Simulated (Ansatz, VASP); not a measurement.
**PbS: VASP beside Ansatz**

INCAR

```
SYSTEM = PbS
PREC = Accurate
ENCUT = 520
EDIFF = 1E-8
ISMEAR = -1
SIGMA = 0.01
LREAL = .False.
LASPH = .True.
NELM = 80
ALGO = Normal
ISIF = 2
LWAVE = .False.
LCHARG = .False.
LEFG = .True.
NBANDS = 17
```

File KPOINTS:

```
regular mesh
0
Gamma
  8 8 8
  0 0 0
```

POSCAR

```
PbS
1.0
    0.0000000000      2.9650000000      2.8760500000
    2.9650000000      0.0000000000      2.8760500000
    2.9650000000      2.9650000000      0.0000000000
Pb S
1 1
Direct
    0.0000000000      0.0000000000      0.0000000000
    0.5000000000      0.5000000000      0.5000000000
```

Input for Ansatz:

```yaml
crystal:
  lattice:
    - [0.0, 2.965, 2.87605]
    - [2.965, 0.0, 2.87605]
    - [2.965, 2.965, 0.0]
  atoms:
    - { symbol: Pb, position: [0.0, 0.0, 0.0] }
    - { symbol: S, position: [0.5, 0.5, 0.5] }
kpoints:
  mp_grid: { grid: [8, 8, 8] }
scf:
  occupations: { method: fermi_dirac, width: 0.01 }
hamiltonian:
  xc: lda
  pseudopotentials: { kind: paw }
output:
  forces: true
  stress: true
  eigenvalues: true
  efg: { contact_densities: true }
  write_density: true
  write_potential: true
  elf: true
  volumetric_format: npy
```

Change from the starting cell: zz strain of -3 %, PAW files.

Alike in both runs: task electric field gradients; functional LDA; k mesh 8 × 8 × 8; occupations fermi-dirac, width 0.01 eV; no spin polarisation.

|  | VASP | Ansatz |
| --- | --- | --- |
| version | VASP 6.6.1 | Ansatz 0.2.0 |
| potentials or method | VASP PAW LDA potentials, release 64 (Pb_d, S) | PAW with Ansatz's default frozen-core files, scalar-relativistic |
| plane-wave cutoff (eV) | 520 | 420 |
| valence electrons in the cell | 20 | 20 |

|  | VASP | Ansatz | Ansatz less VASP |
| --- | --- | --- | --- |
| pressure (GPa) | -0.6 | -0.6 | -0.06 |
| traceless stress, the component that is largest in VASP (GPa) | 3.00 | 2.98 | -0.022 |
| size of Vzz on the site where it differs most (V/Å²) | 95.5 | 101.4 | +5.86 |

LDA's correlation is that of Perdew and Zunger in VASP and of Perdew and Wang (1992) in Ansatz.

Neither program's run includes spin-orbit coupling.
